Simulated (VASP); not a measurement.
# Nb3Sn (Cmmm) in VASP: single point with PBE

Aim: the single point of Nb3Sn with PBE.

Everything below comes from runs of VASP 6.6.1. Logs are shortened: lines on timing, memory, paths and dates and some standing lists are left out, and cuts for length are marked.

## (1) The cell of the first run

Symmetry: Cmmm, No. 65, orthorhombic system. The conventional cell has a = 6.325 Å, b = 6.389 Å, c = 3.721 Å, α = 90.00°, β = 90.00°, γ = 90.00°. Within 3.8 Å of Nb (site symmetry 2/m) lie 10 Nb at 2.92 to 3.72 Å and 4 Sn at 2.92 Å. Within 3.8 Å of Nb (site symmetry mmm) lie 10 Nb at 2.92 to 3.72 Å and 4 Sn at 3.16 to 3.19 Å. Within 3.8 Å of Sn (site symmetry mmm) lie 12 Nb at 2.92 to 3.19 Å and 2 Sn at 3.72 Å.

## (2) Single point, PBE

Input file INCAR:

```
SYSTEM = Nb3Sn
PREC = Accurate
ENCUT = 520
EDIFF = 1E-7
ISMEAR = 0
SIGMA = 0.1
LREAL = .FALSE.
LASPH = .TRUE.
NELM = 100
ALGO = Normal
ISIF = 2
LWAVE = .FALSE.
LCHARG = .FALSE.
GGA = PE
NBANDS = 34
```

Input file KPOINTS:

```
regular mesh
0
G
  4 4 6
  0 0 0
```

Input file POSCAR:

```
Nb3Sn
1.0
    3.1624395541     -3.1947110307      0.0000000000
    3.1624395541      3.1947110307      0.0000000000
    0.0000000000      0.0000000000      3.7207461746
Nb Sn
3 1
Direct
    0.5000000000      0.0000000000      0.0000000000
    0.0000000000      0.0000000000      0.5000000000
    0.0000000000      0.5000000000      0.0000000000
    0.5000000000      0.5000000000      0.5000000000
```

Potentials or basis: VASP PAW PBE potentials, release 64 (Nb_sv, Sn_d).

Launch:

```bash
$ cat potpaw_PBE.64/Nb_sv/POTCAR potpaw_PBE.64/Sn_d/POTCAR > POTCAR
$ mpirun -np 1 vasp_std > vasp.out
```

OUTCAR:

```text
SYSTEM = Nb3Sn
   PREC = Accurate
   ENCUT = 520
   EDIFF = 1E-7
   ISMEAR = 0
   LREAL = .FALSE.
   LASPH = .TRUE.
   NELM = 100
   ISIF = 2
   GGA = PE

 ion  position               nearest neighbor table
   1  0.500  0.000  0.000-   2 2.92   4 2.92   2 2.92   4 2.92   4 2.92   4 2.92   2 2.92   2 2.92

   2  0.000  0.000  0.500-   1 2.92   3 2.92   1 2.92   3 2.92   3 2.92   3 2.92   1 2.92   1 2.92
                             4 3.16   4 3.16   4 3.19   4 3.19
   3  0.000  0.500  0.000-   2 2.92   4 2.92   2 2.92   4 2.92   2 2.92   2 2.92   4 2.92   4 2.92

   4  0.500  0.500  0.500-   1 2.92   3 2.92   1 2.92   3 2.92   1 2.92   1 2.92   3 2.92   3 2.92
                             2 3.16   2 3.16   2 3.19   2 3.19

  LATTYP: Found a base centered orthorhombic cell.
 ALAT       =     6.3248791082
 B/A-ratio  =     1.0102046145
 C/A-ratio  =     0.5882715086

  Lattice vectors:

 A1 = (   3.1624395541,  -3.1947110307,   0.0000000000)
 A2 = (   3.1624395541,   3.1947110307,   0.0000000000)
 A3 = (   0.0000000000,   0.0000000000,   3.7207461746)

Analysis of symmetry for initial positions (statically):
=====================================================================
 Subroutine PRICEL returns:
 Original cell was already a primitive cell.

 Routine SETGRP: Setting up the symmetry group for a
 base centered orthorhombic supercell.

 Subroutine GETGRP returns: Found  8 space group operations
 (whereof  8 operations were pure point group operations)
 out of a pool of  8 trial point group operations.

The static configuration has the point symmetry D_2h.

Analysis of symmetry for dynamics (positions and initial velocities):
=====================================================================
 Subroutine PRICEL returns:
 Original cell was already a primitive cell.

 Routine SETGRP: Setting up the symmetry group for a
 base centered orthorhombic supercell.

 Subroutine GETGRP returns: Found  8 space group operations
 (whereof  8 operations were pure point group operations)
 out of a pool of  8 trial point group operations.

The dynamic configuration has the point symmetry D_2h.

 Subroutine INISYM returns: Found  8 space group operations
 (whereof  8 operations are pure point group operations),
 and found     1 'primitive' translations

----------------------------------------------------------------------------------------

                                     Primitive cell

  volume of cell :      75.1820

  direct lattice vectors                    reciprocal lattice vectors
     3.162439554 -3.194711031  0.000000000     0.158105789 -0.156508678  0.000000000
     3.162439554  3.194711031  0.000000000     0.158105789  0.156508678  0.000000000
     0.000000000  0.000000000  3.720746175     0.000000000  0.000000000  0.268763295

  length of vectors
     4.495242207  4.495242207  3.720746175     0.222468889  0.222468889  0.268763295

  position of ions in fractional coordinates (direct lattice)
     0.500000000  0.000000000  0.000000000
     0.000000000  0.000000000  0.500000000
     0.000000000  0.500000000  0.000000000
     0.500000000  0.500000000  0.500000000

  ion indices of the primitive-cell ions
   primitive index   ion index
                 1           1
                 2           2
                 3           3
                 4           4

----------------------------------------------------------------------------------------

 KPOINTS: regular mesh

Automatic generation of k-mesh.
 Grid dimensions read from file:
 generate k-points for:    4    4    6

 Generating k-lattice:

  Cartesian coordinates                     Fractional coordinates (reciprocal lattice)
     0.039526447 -0.039127169  0.000000000     0.250000000  0.000000000  0.000000000
     0.039526447  0.039127169  0.000000000     0.000000000  0.250000000  0.000000000
     0.000000000  0.000000000  0.044793882     0.000000000  0.000000000  0.166666667

  Length of vectors
     0.055617222  0.055617222  0.044793882

  Shift w.r.t. Gamma in fractional coordinates (k-lattice)
     0.000000000  0.000000000  0.000000000

 Subroutine IBZKPT returns following result:
 ===========================================

 Found     28 irreducible k-points:

 Following reciprocal coordinates:
            Coordinates               Weight
  0.000000  0.000000  0.000000      1.000000
  0.250000  0.000000  0.000000      4.000000
  0.500000  0.000000  0.000000      2.000000
  0.250000  0.250000  0.000000      2.000000
  0.500000  0.250000  0.000000      4.000000
 -0.250000  0.250000  0.000000      2.000000
[... 16 lines left out ...]
  0.250000  0.000000  0.500000      4.000000
  0.500000  0.000000  0.500000      2.000000
 [... further k-points ...]
   k-points           NKPTS =     28   k-points in BZ     NKDIM =     28   number of bands    NBANDS=     34
   number of dos      NEDOS =    301   number of ions     NIONS =      4
   total plane-waves  NPLWV =  36288
   dimension x,y,z NGX =    36 NGY =   36 NGZ =   28
   dimension x,y,z NGXF=    72 NGYF=   72 NGZF=   56
   ions per type =               3   1
   NGX,Y,Z   is equivalent  to a cutoff of  13.31, 13.31, 12.51 a.u.
   NGXF,Y,Z  is equivalent  to a cutoff of  26.63, 26.63, 25.02 a.u.
 SYSTEM =  Nb3Sn
   PREC   = accura    normal or accurate (medium, high low for compatibility)
   ISTART =      0    job   : 0-new  1-cont  2-samecut
   ICHARG =      2    charge: 1-file 2-atom 10-const
   ISPIN  =      1    spin polarized calculation?
   LNONCOLLINEAR =      F non collinear calculations
   LSORBIT =      F    spin-orbit coupling
   LASPH  =      T    aspherical Exc in radial PAW
   ENCUT  =  520.0 eV  38.22 Ry    6.18 a.u.   8.36  8.36  6.92*2*pi/ulx,y,z
   NELM   =    100;   NELMIN=  2; NELMDL= -5     # of ELM steps
   EDIFF  = 0.1E-06   stopping-criterion for ELM
   LREAL  =      F    real-space projection
   EDIFFG = 0.1E-05   stopping-criterion for IOM
   NSW    =      0    number of steps for IOM
   IBRION =     -1    ionic relax: 0-MD 1-quasi-New 2-CG
   NFREE  =      0    steps in history (QN), initial steepest desc. (CG)
   ISIF   =      2    stress and relaxation
   ISYM   =      2    0-nonsym 1-usesym 2-fastsym
   POTIM  = 0.5000    time-step for ionic-motion
   TEBEG  =    0.0;   TEEND  =   0.0 temperature during run
   PSTRESS=    0.0 pullay stress
   NELECT =      53.0000    total number of electrons
   NUPDOWN=      -1.0000    fix difference up-down
   EMIN   =  10.00;   EMAX   =-10.00  energy-range for DOS
   EFERMI =   0.00;   METHOD = LEGACY
   ISMEAR =     0;   SIGMA  =   0.10  broadening in eV -4-tet -1-fermi 0-gaus
   EFERMI_NEDOS =   21; number of points for ismear=-14 and -15
   IALGO  =     38    algorithm
   IMIX   =      4    mixing-type and parameters
     AMIX     =   0.40;   BMIX     =  1.00
     AMIX_MAG =   1.60;   BMIX_MAG =  1.00
  volume/ion in A,a.u.               =      18.80       126.84
  Fermi-wavevector in a.u.,A,eV,Ry     =   1.457009  2.753347 28.883462  2.122875
  Thomas-Fermi vector in A             =   2.573860
   LORBIT       =      0    0 simple, 1 ext, 2 COOP (PROOUT), +10 PAW based schemes
   GGA     = PE    functional components
   LHFCALC =     F    Hartree Fock is set to
   AEXX    =    0.0000 exact exchange contribution
   IVDW    =     0    specifies the selected vdW correction
   LEPSILON=     F    determine dielectric tensor
   LRPA    =     F    only Hartree local field effects (RPA)
 non-spin polarized calculation
 Gauss-broadening in eV      SIGMA  =   0.10
  energy-cutoff  :      520.00
  volume of cell :       75.18
 maximum number of plane-waves:      2052
 NGX is ok and might be reduce to    36
   NGX = 17   NGY = 17   NGZ = 13

 number of electron      53.0000009 magnetization

 Free energy of the ion-electron system (eV)
  ---------------------------------------------------
  ext. energy  EPLUGINS =         0.00000000
  ---------------------------------------------------
  free energy    TOTEN  =       -34.89665861 eV

  energy without entropy =      -34.87189727  energy(sigma->0) =      -34.88427794

 E-fermi :  11.5257     XC(G=0): -12.2657

 val. band max:       11.5211205466   @ k =   0.5000   0.2500   0.0000
 cond. band min:      11.5258705855   @ k =   0.2500   0.2500   0.3333
 fundamental gap:      0.0047500388
 Fermi energy:        11.5256870709

 k-point     1 :       0.0000    0.0000    0.0000
  band No.  band energies     occupation
      1     -43.3460      2.00000
      2     -43.2287      2.00000
      3     -43.0483      2.00000
      4     -19.7309      2.00000
      5     -19.7243      2.00000
      6     -19.6594      2.00000
[... 26 lines left out ...]
     33      15.4685      0.00000
     34      15.5874      0.00000

 k-point     2 :       0.2500    0.0000    0.0000
  band No.  band energies     occupation
      1     -43.3262      2.00000
      2     -43.2385      2.00000
      3     -43.0586      2.00000
      4     -19.6860      2.00000
      5     -19.6236      2.00000
      6     -19.6107      2.00000
[... 26 lines left out ...]
     33      14.8719      0.00000
     34      15.1743      0.00000

 k-point     3 :       0.5000    0.0000    0.0000
  band No.  band energies     occupation
      1     -43.2949      2.00000
      2     -43.2596      2.00000
      3     -43.0692      2.00000
      4     -19.6273      2.00000
      5     -19.5454      2.00000
      6     -19.4855      2.00000
[... 26 lines left out ...]
     33      14.7567      0.00000
     34      15.6483      0.00000

 k-point     4 :       0.2500    0.2500    0.0000
  band No.  band energies     occupation
      1     -43.3073      2.00000
      2     -43.2449      2.00000
      3     -43.0715      2.00000
      4     -19.6517      2.00000
      5     -19.5584      2.00000
      6     -19.5226      2.00000
[... 26 lines left out ...]
     33      14.3111      0.00000
     34      15.5862      0.00000

 k-point     5 :       0.5000    0.2500    0.0000
  band No.  band energies     occupation
      1     -43.2789      2.00000
      2     -43.2593      2.00000
      3     -43.0858      2.00000
      4     -19.5977      2.00000
      5     -19.5399      2.00000
      6     -19.4874      2.00000
[... 621 lines left out ...]
 k-point    22 :       0.0000    0.0000    0.5000
  band No.  band energies     occupation
      1     -43.2862      2.00000
      2     -43.2247      2.00000
      3     -43.1022      2.00000
      4     -19.5274      2.00000
      5     -19.5210      2.00000
      6     -19.5081      2.00000
[... 26 lines left out ...]
     33      14.1205      0.00000
     34      14.8499      0.00000

 k-point    23 :       0.2500    0.0000    0.5000
  band No.  band energies     occupation
      1     -43.2771      2.00000
      2     -43.2337      2.00000
      3     -43.1020      2.00000
      4     -19.6829      2.00000
      5     -19.5400      2.00000
      6     -19.4808      2.00000
[... 26 lines left out ...]
     33      13.9329      0.00000
     34      14.6673      0.00000

 k-point    24 :       0.5000    0.0000    0.5000
  band No.  band energies     occupation
      1     -43.2555      2.00000
      2     -43.2552      2.00000
      3     -43.1017      2.00000
      4     -19.7924      2.00000
      5     -19.5873      2.00000
      6     -19.4802      2.00000
[... 26 lines left out ...]
     33      13.9078      0.00000
     34      14.0090      0.00000

 [... further k-points ...]

------------------------ aborting loop because EDIFF is reached ----------------------------------------

  FORCE on cell =-STRESS in cart. coord.  units (eV):
  Direction    XX          YY          ZZ          XY          YZ          ZX
  --------------------------------------------------------------------------------------
  -------------------------------------------------------------------------------------
  Total        0.1698960      0.1242162     -0.5943788      0.0000000      0.0000000      0.0000000
  in kB        3.6205949      2.6471288    -12.6665990      0.0000000      0.0000000      0.0000000
  external PRESSURE =      -2.1329585 kB  Pullay stress =       0.0000000 kB

 VOLUME and BASIS-vectors are now :
 -----------------------------------------------------------------------------
  energy-cutoff  :      520.00
  volume of cell :       75.18
      direct lattice vectors                 reciprocal lattice vectors
     3.162439554 -3.194711031  0.000000000     0.158105789 -0.156508678  0.000000000
     3.162439554  3.194711031  0.000000000     0.158105789  0.156508678  0.000000000
     0.000000000  0.000000000  3.720746175     0.000000000  0.000000000  0.268763295

 POSITION                                       TOTAL-FORCE (eV/Angst)
 -----------------------------------------------------------------------------------
      1.58122     -1.59736      0.00000        -0.000000      0.000000      0.000000
      0.00000      0.00000      1.86037        -0.000000      0.000000      0.000000
      1.58122      1.59736      0.00000        -0.000000      0.000000      0.000000
      3.16244      0.00000      1.86037         0.000000     -0.000000      0.000000
 -----------------------------------------------------------------------------------
    total drift:                                0.000000      0.000000     -0.000000

  FREE ENERGIE OF THE ION-ELECTRON SYSTEM (eV)
  ---------------------------------------------------
  free  energy   TOTEN  =       -34.8966586080 eV

  energy  without entropy=      -34.8718972726  energy(sigma->0) =      -34.88427794
```

Wall time 2.3 min (1 thread of Intel Xeon 8259CL, shared host); peak memory 0.18 GiB.

Results:

```yaml
Free_energy: -34.8967 eV
Pressure: -0.2 GPa
Band_gap_on_the_k_mesh: zero (an odd number of electrons rules out a gap without spin polarisation)
```

Stress tensor (GPa, compression positive):
```
 0.36  0.00  0.00
 0.00  0.26  0.00
 0.00  0.00 -1.27
```

Levels at points of the mesh, in eV from the Fermi level:
```tsv
k point	band 22	band 23	band 24	band 25	band 26	band 27	band 28	band 29	band 30	band 31
(0.00, 0.00, 0.00)	-2.78	-2.16	-2.13	-1.01	-0.99	1.10	1.20	1.57	2.17	2.20
(0.50, 0.00, 0.00)	-1.84	-1.79	-1.53	-0.83	-0.48	0.45	0.49	0.67	1.28	1.53
(0.50, 0.50, 0.00)	-1.93	-1.47	-1.42	-0.44	0.32	0.43	0.56	0.58	0.58	0.71
(0.00, 0.00, 0.50)	-2.41	-1.78	-0.83	-0.37	-0.34	0.20	0.60	0.72	1.70	1.89
(0.50, 0.00, 0.50)	-1.81	-1.58	-1.50	-1.28	-0.39	-0.16	0.53	1.79	1.80	2.15
(0.50, 0.50, 0.50)	-2.67	-1.87	-1.83	-1.36	-0.23	-0.11	1.14	1.54	1.93	1.94
```

Caveat: spin-orbit coupling is left out, which moves the levels of the heavy elements.
